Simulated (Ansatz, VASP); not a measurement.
InSe2: VASP beside Ansatz

```
In Se
1.0
     3.89489    0.00000    0.00000
     0.00000    3.89489    0.00000
     0.00000    0.00000    9.62623
In Se
2 4
Direct
  0.00000 0.50000 0.70647
  0.50000 0.00000 0.29353
  0.00000 0.50000 0.36621
  0.50000 0.00000 0.63379
  0.00000 0.00000 0.00000
  0.50000 0.50000 0.00000
```

Alike in both runs: task single point; functional PBEsol; k mesh 4 × 4 × 1; occupations gaussian, width 0.1 eV; no spin polarisation.

|  | VASP | Ansatz |
| --- | --- | --- |
| version | VASP 6.6.1 | Ansatz 0.2.0 |
| potentials or method | VASP PAW PBE potentials, release 64 (In_d, Se), cutoff 520 eV | scalar-relativistic, plane waves, PAW |
| valence electrons in the cell | 50 | 90 |

VASP gave:

| Item | Value |
| --- | --- |
| gap on the k mesh at the Fermi level (eV) | none |
| pressure (GPa) | -3.5 |
| traceless stress, the component that is largest in VASP (GPa) | 0.76 |
| rms of the force components (eV/Å) | 0.095 |

Problem. Which values does Ansatz return?

Solution. gap on the k mesh at the Fermi level (eV): none; pressure (GPa): -3.6; traceless stress, the component that is largest in VASP (GPa): 0.79; rms of the force components (eV/Å): 0.095.

VASP's potentials were made for PBE, not for PBEsol. Atom by atom the forces differ by 0.001 eV/Å (rms over components). A gap of «none» marks a metal or a gap that the smearing closes. The functional is the same, so the differences come from potentials, cutoffs and numerics. VASP's potentials hold 50 valence electrons a cell and Ansatz's 90, so a difference there can come from the potentials and not from the codes.

The k mesh is coarse, so the values compare programs but aren't converged.
